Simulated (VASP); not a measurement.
The system is BaS.

```
Ba S
1.0
     3.82072    0.00000    0.00000
     0.00000    3.82072    0.00000
     0.00000    0.00000    3.82072
Ba S
1 1
Direct
  0.00000 0.00000 0.00000
  0.50000 0.50000 0.50000
```

This cell differs from its parent crystal: strain -0.3%.

Base run:

```yaml
Program: VASP 6.6.1
Functional: r2SCAN
Potentials_or_basis: VASP PAW PBE potentials, release 64 (Ba_sv, S)
Cutoff: 520 eV
k_mesh: 6 × 6 × 6
Occupations: gaussian, width 0.01 eV
Spin: no spin polarisation
```

Its results: band gap on the k mesh 1.79 eV, indirect (least direct gap 1.89 eV); pressure 1.5 GPa.

**Question.** The run is repeated on the same cell with these changes: functional from r2SCAN to PBE; occupations from gaussian, width 0.01 eV to fermi-dirac, width 0.02 eV. What comes out?

**Answer.** Band gap on the k mesh 1.42 eV, indirect (least direct gap 1.52 eV); pressure 1.7 GPa.

Caveats: spin-orbit coupling is left out, which moves the levels of the heavy elements; the PAW data sets were made with another functional, which shifts forces and pressure a little (some runs).

A k mesh can miss the band edges.
